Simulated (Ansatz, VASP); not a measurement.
One calculation of ZnSnP2, two programs

```
Zn Sn P
1.0
    -2.85113    2.85113    5.71686
     2.85113   -2.85113    5.71686
     2.85113    2.85113   -5.71686
Zn Sn P
2 2 4
Direct
  0.75000 0.25000 0.50000
  0.00000 0.00000 0.00000
  0.25000 0.75000 0.50000
  0.50000 0.50000 0.00000
  0.37500 0.35279 0.47779
  0.64721 0.12500 0.02221
  0.10279 0.62500 0.97779
  0.87500 0.89721 0.52221
```

Alike in both runs: task single point; functional PBE; k mesh 6 × 6 × 6; no spin polarisation.

|  | VASP | Ansatz |
| --- | --- | --- |
| version | VASP 6.6.1 | Ansatz 0.2.0 |
| potentials or method | VASP PAW PBE potentials, release 64 (Zn, Sn_d, P) | plane waves, PAW |
| plane-wave cutoff (eV) | 500 | 420 |
| occupations | gaussian, width 0.01 eV | fixed |
| valence electrons in the cell | 72 | 72 |

Ansatz gave:

- gap on the k mesh at the Fermi level (eV): 0.68
- pressure (GPa): 0.0
- rms of the force components (eV/Å): 0.000

**Question.** What did VASP give for the same quantities?

**Answer.** gap on the k mesh at the Fermi level (eV): 0.69; pressure (GPa): 0.0; rms of the force components (eV/Å): 0.009.

Atom by atom the forces differ by 0.009 eV/Å (rms over components).
